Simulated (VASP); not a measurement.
Gd: single point with PBE

The system is Gd.

```
Gd
1.0
     0.00000    2.58582    2.58582
     2.58582    0.00000    2.58582
     2.58582    2.58582    0.00000
Gd
1
Direct
  0.00000 0.00000 0.00000
```

| Property | Result |
| --- | --- |
| Program | VASP 6.6.1 |
| Task | single point |
| Functional | PBE |
| Potentials or basis | VASP PAW PBE potentials, release 64 (Gd) |
| Cutoff | 520 eV |
| k mesh | 9 × 9 × 9 |
| Occupations | fermi-dirac, width 0.05 eV |
| Spin | collinear spin, ferromagnetic start |
| Starting moments | [2.01] μB |

```yaml
Pressure: -1.3 GPa
Net_moment: 7.59 μB per cell
Site_moments: Gd +6.97 μB
Valence_electrons_inside_the_program's_atomic_spheres: Gd 15.19
```

Levels at points of the mesh, in eV from the Fermi level:
Spin up:
```csv
k point,band 11,band 12,band 13,band 14,band 15,band 16
"(0.00, 0.00, 0.00)",-4.85,-4.85,1.26,1.26,1.26,3.42
```
Spin down:
| k point | band 1 | band 2 | band 3 | band 4 | band 5 | band 6 | band 7 | band 8 | band 9 | band 10 |
| --- | --- | --- | --- | --- | --- | --- | --- | --- | --- | --- |
| (0.00, 0.00, 0.00) | -42.16 | -20.07 | -20.07 | -20.07 | -4.21 | 0.24 | 0.40 | 0.40 | 0.40 | 0.64 |

Wall time 3.1 min on 1 thread of AMD EPYC 7R13 (shared host), peak memory 0.17 GiB.

Caveat: spin-orbit coupling is left out, which moves the levels of the heavy elements. The state reached can hang on the start; a lower one may exist.
